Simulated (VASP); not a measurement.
Mg31O32 (a cell with a defect), 63 atoms in the cell. The cell holds a defect, 63 atoms: a = 8.429 Å, b = 8.429 Å, c = 8.429 Å, α = 90.00°, β = 90.00°, γ = 90.00°. 

- Program: VASP 6.6.1
- Task: single point
- Functional: r2SCAN
- Potentials or basis: VASP PAW PBE potentials, release 64 (O, Mg)
- Cutoff: 520 eV
- k mesh: 1 × 1 × 1, shifted
- Occupations: fermi-dirac, width 0.05 eV
- Spin: no spin polarisation
- Dipole correction: no
- Further INCAR settings: LREAL = Auto; ALGO = Normal; EDIFF = 1e-06; NBANDS = 164; ISYM = 0

Potentials or basis: VASP PAW PBE potentials, release 64 (O, Mg).

Command:

```bash
$ cat potpaw_PBE.64/O/POTCAR potpaw_PBE.64/Mg/POTCAR > POTCAR
$ cp INCAR.step1 INCAR
$ mpirun -np 1 vasp_std > vasp.out
$ cp INCAR.step2 INCAR
$ mpirun -np 1 vasp_std > vasp.out
```

Hardware: 1 thread of Intel(R) Xeon(R) 6975P-C (Granite Rapids), with other jobs on the host.

Problem. How long does it take, and how much memory?

Solution. Run time: 17 min on 1 thread of Intel(R) Xeon(R) 6975P-C (Granite Rapids) (shared host), peak memory 0.8 GiB. Counts: k points 4.
